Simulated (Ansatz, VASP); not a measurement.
## Two plane-wave programs on MgO

```
Mg O
1.0
     0.00000    2.03573    2.03573
     2.03573    0.00000    2.03573
     2.03573    2.03573    0.00000
Mg O
1 1
Direct
  0.00000 0.00000 0.00000
  0.50000 0.50000 0.50000
```

Alike in both runs: task single point; functional PBE; k mesh 8 × 8 × 8; no spin polarisation.

|  | VASP | Ansatz |
| --- | --- | --- |
| version | VASP 6.6.1 | Ansatz 0.2.0 |
| potentials or method | VASP PAW PBE potentials, release 64 (Mg, O), cutoff 600 eV | plane waves, PAW |
| occupations | gaussian, width 0.01 eV | fixed |
| valence electrons in the cell | 8 | 16 |

Ansatz gave:

```
pressure (GPa) : 25.7
```

Question: Estimate VASP's values.

Answer: Pressure (GPa): 24.7.

VASP's potentials hold 8 valence electrons a cell and Ansatz's 16, so a difference there can come from the potentials and not from the codes.
